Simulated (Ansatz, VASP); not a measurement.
## One calculation of AlH6, two programs

```
Al H
1.0
     3.54029    0.00000    0.00000
     0.00000    3.54029    0.00000
     0.00000    0.00000    8.51522
Al H
1 6
Direct
  0.50000 0.50000 0.60456
  0.39476 0.00000 0.11718
  0.60524 0.00000 0.11718
  0.00000 0.39476 0.11718
  0.00000 0.60524 0.11718
  0.50000 0.00000 0.58396
  0.00000 0.50000 0.58396
```

Alike in both runs: functional PBE; k mesh 10 × 10 × 6; occupations gaussian, width 0.1 eV; no spin polarisation.

Ansatz relaxed the structure, and its values are those at the end. VASP's run is a single point on that final structure, the one shown.

|  | VASP | Ansatz |
| --- | --- | --- |
| version | VASP 6.6.1 | Ansatz 0.2.0 |
| potentials or method | VASP PAW PBE potentials, release 64 (Al, H), cutoff 520 eV | scalar-relativistic, plane waves, PAW |
| valence electrons in the cell | 9 | 9 |

|  | VASP | Ansatz | Ansatz less VASP |
| --- | --- | --- | --- |
| gap on the k mesh at the Fermi level (eV) | none | none | - |
| pressure (GPa) | -0.1 | 0.0 | +0.14 |
| rms of the force components (eV/Å) | 0.006 | 0.001 | -0.0052 |

A gap of «none» marks a metal or a gap that the smearing closes.
